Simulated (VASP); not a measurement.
# SiF (P4/mmm) in VASP: notebook

The runs below take SiF through single point, with PBE.

Program: VASP 6.6.1. These are calculated values, not measurements. Logs are shortened: lines on timing, memory, paths and dates and some standing lists are left out, and cuts for length are marked.

### Step 1. The cell of the first run

Symmetry: P4/mmm, No. 123, tetragonal system. The conventional cell has a = 2.527 Å, b = 2.527 Å, c = 3.883 Å, α = 90.00°, β = 90.00°, γ = 90.00°. Within 3.3 Å of Si (site symmetry 4/mmm) lie 4 Si at 2.53 Å and 8 F at 2.64 Å. Within 3.3 Å of F (site symmetry 4/mmm) lie 4 F at 2.53 Å and 8 Si at 2.64 Å.

The cell was built from a structure type or drawn by symmetry, and may not be a known phase.

### Step 2. Single point, PBE

File INCAR:

```
  PREC = Accurate
  ENCUT = 600
  EDIFF = 1E-6
  ISMEAR = 0
  SIGMA = 0.2
  LREAL = False
  LASPH = True
  NELM = 120
  ALGO = Normal
  ISIF = 2
  LWAVE = False
  LCHARG = False
  GGA = PE
  NBANDS = 12
  GGA_COMPAT = False
```

File KPOINTS:

```
regular mesh
0
Gamma
  7 7 5
```

File POSCAR:

```
SiF
1.0
    2.5269867538      0.0000000000      0.0000000000
    0.0000000000      2.5269867538      0.0000000000
    0.0000000000      0.0000000000      3.8833518367
Si F
1 1
Direct
    0.5000000000      0.5000000000      0.5000000000
    0.0000000000      0.0000000000      0.0000000000
```

Potentials or basis: VASP PAW PBE potentials, release 64 (Si, F).

Launch:

```bash
$ cat potpaw_PBE.64/Si/POTCAR potpaw_PBE.64/F/POTCAR > POTCAR
$ mpirun -np 1 vasp_std > vasp.out
```

OUTCAR:

```text
PREC = Accurate
   ENCUT = 600
   EDIFF = 1E-6
   ISMEAR = 0
   LREAL = False
   LASPH = True
   NELM = 120
   ISIF = 2
   GGA = PE

 ion  position               nearest neighbor table
   1  0.500  0.500  0.500-
   2  0.000  0.000  0.000-

  LATTYP: Found a simple tetragonal cell.
 ALAT       =     2.5269867538
 C/A-ratio  =     1.5367519560

  Lattice vectors:

 A1 = (   2.5269867538,   0.0000000000,   0.0000000000)
 A2 = (   0.0000000000,   2.5269867538,   0.0000000000)
 A3 = (   0.0000000000,   0.0000000000,   3.8833518367)

Analysis of symmetry for initial positions (statically):
=====================================================================
 Subroutine PRICEL returns:
 Original cell was already a primitive cell.

 Routine SETGRP: Setting up the symmetry group for a
 simple tetragonal supercell.

 Subroutine GETGRP returns: Found 16 space group operations
 (whereof 16 operations were pure point group operations)
 out of a pool of 16 trial point group operations.

The static configuration has the point symmetry D_4h.

Analysis of symmetry for dynamics (positions and initial velocities):
=====================================================================
 Subroutine PRICEL returns:
 Original cell was already a primitive cell.

 Routine SETGRP: Setting up the symmetry group for a
 simple tetragonal supercell.

 Subroutine GETGRP returns: Found 16 space group operations
 (whereof 16 operations were pure point group operations)
 out of a pool of 16 trial point group operations.

The dynamic configuration has the point symmetry D_4h.

 Subroutine INISYM returns: Found 16 space group operations
 (whereof 16 operations are pure point group operations),
 and found     1 'primitive' translations

----------------------------------------------------------------------------------------

                                     Primitive cell

  volume of cell :      24.7978

  direct lattice vectors                    reciprocal lattice vectors
     2.526986754  0.000000000  0.000000000     0.395728232  0.000000000  0.000000000
     0.000000000  2.526986754  0.000000000     0.000000000  0.395728232  0.000000000
     0.000000000  0.000000000  3.883351837     0.000000000  0.000000000  0.257509503

  length of vectors
     2.526986754  2.526986754  3.883351837     0.395728232  0.395728232  0.257509503

  position of ions in fractional coordinates (direct lattice)
     0.500000000  0.500000000  0.500000000
     0.000000000  0.000000000  0.000000000

  ion indices of the primitive-cell ions
   primitive index   ion index
                 1           1
                 2           2

----------------------------------------------------------------------------------------

 KPOINTS: regular mesh

Automatic generation of k-mesh.
 Grid dimensions read from file:
 generate k-points for:    7    7    5

 Generating k-lattice:

  Cartesian coordinates                     Fractional coordinates (reciprocal lattice)
     0.056532605  0.000000000  0.000000000     0.142857143  0.000000000  0.000000000
     0.000000000  0.056532605  0.000000000     0.000000000  0.142857143  0.000000000
     0.000000000  0.000000000  0.051501901     0.000000000  0.000000000  0.200000000

  Length of vectors
     0.056532605  0.056532605  0.051501901

  Shift w.r.t. Gamma in fractional coordinates (k-lattice)
     0.000000000  0.000000000  0.000000000

 Subroutine IBZKPT returns following result:
 ===========================================

 Found     30 irreducible k-points:

 Following reciprocal coordinates:
            Coordinates               Weight
  0.000000  0.000000  0.000000      1.000000
  0.142857  0.000000  0.000000      4.000000
  0.285714  0.000000  0.000000      4.000000
  0.428571  0.000000  0.000000      4.000000
  0.142857  0.142857  0.000000      4.000000
  0.285714  0.142857  0.000000      8.000000
[... 16 lines left out ...]
  0.285714  0.000000  0.400000      8.000000
  0.428571  0.000000  0.400000      8.000000
 [... further k-points ...]
   k-points           NKPTS =     30   k-points in BZ     NKDIM =     30   number of bands    NBANDS=     12
   number of dos      NEDOS =    301   number of ions     NIONS =      2
   total plane-waves  NPLWV =  12800
   dimension x,y,z NGX =    20 NGY =   20 NGZ =   32
   dimension x,y,z NGXF=    40 NGYF=   40 NGZF=   64
   ions per type =               1   1
   NGX,Y,Z   is equivalent  to a cutoff of  13.16, 13.16, 13.70 a.u.
   NGXF,Y,Z  is equivalent  to a cutoff of  26.32, 26.32, 27.40 a.u.
 SYSTEM =  unknown system
   PREC   = accura    normal or accurate (medium, high low for compatibility)
   ISTART =      0    job   : 0-new  1-cont  2-samecut
   ICHARG =      2    charge: 1-file 2-atom 10-const
   ISPIN  =      1    spin polarized calculation?
   LNONCOLLINEAR =      F non collinear calculations
   LSORBIT =      F    spin-orbit coupling
   LASPH  =      T    aspherical Exc in radial PAW
   ENCUT  =  600.0 eV  44.10 Ry    6.64 a.u.   5.05  5.05  7.76*2*pi/ulx,y,z
   NELM   =    120;   NELMIN=  2; NELMDL= -5     # of ELM steps
   EDIFF  = 0.1E-05   stopping-criterion for ELM
   LREAL  =      F    real-space projection
   EDIFFG = 0.1E-04   stopping-criterion for IOM
   NSW    =      0    number of steps for IOM
   IBRION =     -1    ionic relax: 0-MD 1-quasi-New 2-CG
   NFREE  =      0    steps in history (QN), initial steepest desc. (CG)
   ISIF   =      2    stress and relaxation
   ISYM   =      2    0-nonsym 1-usesym 2-fastsym
   POTIM  = 0.5000    time-step for ionic-motion
   TEBEG  =    0.0;   TEEND  =   0.0 temperature during run
   PSTRESS=    0.0 pullay stress
   NELECT =      11.0000    total number of electrons
   NUPDOWN=      -1.0000    fix difference up-down
   EMIN   =  10.00;   EMAX   =-10.00  energy-range for DOS
   EFERMI =   0.00;   METHOD = LEGACY
   ISMEAR =     0;   SIGMA  =   0.20  broadening in eV -4-tet -1-fermi 0-gaus
   EFERMI_NEDOS =   21; number of points for ismear=-14 and -15
   IALGO  =     38    algorithm
   IMIX   =      4    mixing-type and parameters
     AMIX     =   0.40;   BMIX     =  1.00
     AMIX_MAG =   1.60;   BMIX_MAG =  1.00
  volume/ion in A,a.u.               =      12.40        83.67
  Fermi-wavevector in a.u.,A,eV,Ry     =   1.248537  2.359393 21.209377  1.558845
  Thomas-Fermi vector in A             =   2.382619
   LORBIT       =      0    0 simple, 1 ext, 2 COOP (PROOUT), +10 PAW based schemes
   GGA     = PE    functional components
   LHFCALC =     F    Hartree Fock is set to
   AEXX    =    0.0000 exact exchange contribution
   IVDW    =     0    specifies the selected vdW correction
   LEPSILON=     F    determine dielectric tensor
   LRPA    =     F    only Hartree local field effects (RPA)
 non-spin polarized calculation
 Gauss-broadening in eV      SIGMA  =   0.20
  energy-cutoff  :      600.00
  volume of cell :       24.80
 maximum number of plane-waves:       841
   NGX = 11   NGY = 11   NGZ = 15

 number of electron      11.0000007 magnetization

 Free energy of the ion-electron system (eV)
  ---------------------------------------------------
  ext. energy  EPLUGINS =         0.00000000
  ---------------------------------------------------
  free energy    TOTEN  =        -8.53845256 eV

  energy without entropy =       -8.53400466  energy(sigma->0) =       -8.53622861

 E-fermi :   6.2352     XC(G=0): -10.6994

 val. band max:        6.1244298679   @ k =   0.4286   0.4286   0.0000
 cond. band min:       6.4122541206   @ k =   0.2857   0.0000   0.2000
 fundamental gap:      0.2878242527
 Fermi energy:         6.2352114688

 k-point     1 :       0.0000    0.0000    0.0000
  band No.  band energies     occupation
      1     -17.1645      2.00000
      2      -4.3498      2.00000
      3      -0.2495      2.00000
      4       3.2663      2.00000
      5       3.2663      2.00000
      6       9.1720      0.00000
      7      13.0300      0.00000
      8      14.3418      0.00000
      9      15.5094      0.00000
     10      15.5094      0.00000
     11      24.4323      0.00000
     12      24.4323      0.00000

 k-point     2 :       0.1429    0.0000    0.0000
  band No.  band energies     occupation
      1     -17.0482      2.00000
      2      -4.0107      2.00000
      3       0.0032      2.00000
      4       2.6478      2.00000
      5       3.3291      2.00000
      6       9.1035      0.00000
      7      10.6914      0.00000
      8      13.7637      0.00000
      9      15.8204      0.00000
     10      18.5896      0.00000
     11      21.5183      0.00000
     12      24.8005      0.00000

 k-point     3 :       0.2857    0.0000    0.0000
  band No.  band energies     occupation
      1     -16.7740      2.00000
      2      -3.1231      2.00000
      3       0.6509      2.00000
      4       1.5560      2.00000
      5       3.4722      2.00000
      6       6.8843      0.00000
      7       8.8462      0.00000
      8      15.1950      0.00000
      9      16.7231      0.00000
     10      18.1566      0.00000
     11      21.5399      0.00000
     12      25.2563      0.00000

 k-point     4 :       0.4286    0.0000    0.0000
  band No.  band energies     occupation
      1     -16.5392      2.00000
      2      -2.3033      2.00000
      3       1.2887      2.00000
      4       1.4230      2.00000
      5       3.5899      2.00000
      6       3.8331      2.00000
      7       8.4692      0.00000
      8      16.3579      0.00000
      9      16.7874      0.00000
     10      17.9446      0.00000
     11      22.5473      0.00000
     12      23.1238      0.00000

 k-point     5 :       0.1429    0.1429    0.0000
  band No.  band energies     occupation
      1     -16.9362      2.00000
      2      -3.6684      2.00000
      3       0.2435      2.00000
      4       2.7056      2.00000
      5       2.7824      2.00000
      6       9.0984      0.00000
      7      10.2822      0.00000
      8      12.0832      0.00000
      9      16.0230      0.00000
     10      20.9817      0.00000
     11      21.3086      0.00000
     12      22.7905      0.00000
[... 228 lines left out ...]
      1     -17.0833      2.00000
      2      -5.6015      2.00000
      3       2.8184      2.00000
      4       3.3047      2.00000
      5       3.3047      2.00000
      6       5.7840      1.99858
      7      14.5990      0.00000
      8      15.1731      0.00000
      9      15.1731      0.00000
     10      17.0091      0.00000
     11      22.0416      0.00000
     12      24.7471      0.00000

 k-point    22 :       0.1429    0.0000    0.4000
  band No.  band energies     occupation
      1     -16.9754      2.00000
      2      -5.1662      2.00000
      3       2.0756      2.00000
      4       3.2098      2.00000
      5       3.3639      2.00000
      6       6.5034      0.05794
      7      10.4782      0.00000
      8      15.5334      0.00000
      9      16.6259      0.00000
     10      19.8336      0.00000
     11      20.8497      0.00000
     12      23.0020      0.00000

 k-point    23 :       0.2857    0.0000    0.4000
  band No.  band energies     occupation
      1     -16.7212      2.00000
      2      -3.8849      2.00000
      3       0.6544      2.00000
      4       2.9631      2.00000
      5       3.4992      2.00000
      6       6.4958      0.06543
      7       8.1044      0.00000
      8      16.5866      0.00000
      9      17.0181      0.00000
     10      17.6728      0.00000
     11      22.8141      0.00000
     12      24.9451      0.00000

 k-point    24 :       0.4286    0.0000    0.4000
  band No.  band energies     occupation
      1     -16.5042      2.00000
      2      -1.8892      2.00000
      3      -0.3649      2.00000
      4       1.2232      2.00000
      5       3.6104      2.00000
      6       5.0699      2.00000
      7       9.5790      0.00000
      8      14.1408      0.00000
      9      18.0872      0.00000
     10      18.7780      0.00000
     11      22.2306      0.00000
     12      24.9678      0.00000

 [... further k-points ...]
[... 5 lines left out ...]
  --------------------------------------------------------------------------------------
  -------------------------------------------------------------------------------------
  Total       -0.1010532     -0.1010532     -0.0145111      0.0000000     -0.0000000      0.0000000
  in kB       -6.5290182     -6.5290182     -0.9375599      0.0000000     -0.0000000      0.0000000
  external PRESSURE =      -4.6651988 kB  Pullay stress =       0.0000000 kB

 VOLUME and BASIS-vectors are now :
 -----------------------------------------------------------------------------
  energy-cutoff  :      600.00
  volume of cell :       24.80
      direct lattice vectors                 reciprocal lattice vectors
     2.526986754  0.000000000  0.000000000     0.395728232  0.000000000  0.000000000
     0.000000000  2.526986754  0.000000000     0.000000000  0.395728232  0.000000000
     0.000000000  0.000000000  3.883351837     0.000000000  0.000000000  0.257509503

 POSITION                                       TOTAL-FORCE (eV/Angst)
 -----------------------------------------------------------------------------------
      1.26349      1.26349      1.94168         0.000000      0.000000      0.000000
      0.00000      0.00000      0.00000         0.000000      0.000000      0.000000
 -----------------------------------------------------------------------------------
    total drift:                                0.000000      0.000000      0.000000

  FREE ENERGIE OF THE ION-ELECTRON SYSTEM (eV)
  ---------------------------------------------------
  free  energy   TOTEN  =        -8.5384525632 eV

  energy  without entropy=       -8.5340046552  energy(sigma->0) =       -8.53622861
```

Run time: 3.5 s. Hardware: 1 thread of Intel Xeon 6975P-C (Granite Rapids), shared host; peak memory 0.13 GiB.

What came out:

- Free energy: -8.5385 eV
- Pressure: -0.5 GPa
- Band gap on the k mesh: zero (an odd number of electrons rules out a gap without spin polarisation)

Stress tensor (GPa, compression positive):
```
-0.65  0.00  0.00
 0.00 -0.65  0.00
 0.00  0.00 -0.09
```

Caveat: an odd number of electrons without spin polarisation forces a metal; a magnetic or distorted state may lie lower.

### Step 3. Single point, PBE

This run uses another cell than the first one, of 13.92 Å³/atom.

File INCAR:

```
PREC = Accurate
ENCUT = 600
EDIFF = 1E-6
ISMEAR = 0
SIGMA = 0.2
LREAL = False
LASPH = True
NELM = 120
ALGO = Normal
ISIF = 2
LWAVE = False
LCHARG = False
GGA = PE
NBANDS = 12
GGA_COMPAT = False
```

File KPOINTS:

```
Automatic mesh
0
Gamma
  5 5 8
```

File POSCAR:

```
SiF
1.0
    3.2924585466      0.0000000000      0.0000000000
    0.0000000000      3.2924585466      0.0000000000
    0.0000000000      0.0000000000      2.5675907958
Si F
1 1
Direct
    0.0000000000      0.0000000000      0.5000000000
    0.5000000000      0.5000000000      0.0000000000
```

Potentials or basis: VASP PAW PBE potentials, release 64 (Si, F).

Launch:

```bash
$ cat potpaw_PBE.64/Si/POTCAR potpaw_PBE.64/F/POTCAR > POTCAR
$ mpirun -np 1 vasp_std > vasp.out
```

Wall time 4.3 s (1 thread of Intel Xeon 6975P-C (Granite Rapids), shared host); peak memory 0.14 GiB.

It converged, with:

* Free energy: -8.0806 eV
* Pressure: -0.1 GPa
* Band gap on the k mesh: zero (an odd number of electrons rules out a gap without spin polarisation)

Stress tensor (GPa, compression positive):
```
-0.25  0.00  0.00
 0.00 -0.25  0.00
 0.00  0.00  0.28
```

Levels at points of the mesh, in eV from the Fermi level:
| k point | band 3 | band 4 | band 5 | band 6 | band 7 | band 8 | band 9 | band 10 |
| --- | --- | --- | --- | --- | --- | --- | --- | --- |
| (0.00, 0.00, 0.00) | -5.28 | -5.28 | -3.45 | 3.71 | 3.71 | 5.02 | 7.46 | 9.78 |
| (0.00, 0.00, 0.50) | -4.48 | -4.48 | -3.37 | -2.08 | 5.03 | 5.03 | 8.90 | 10.99 |

Caveat: the k points lie up to 0.38 Å⁻¹ apart, too coarse for converged energies and pressures of a metal; an odd number of electrons without spin polarisation forces a metal; a magnetic or distorted state may lie lower.
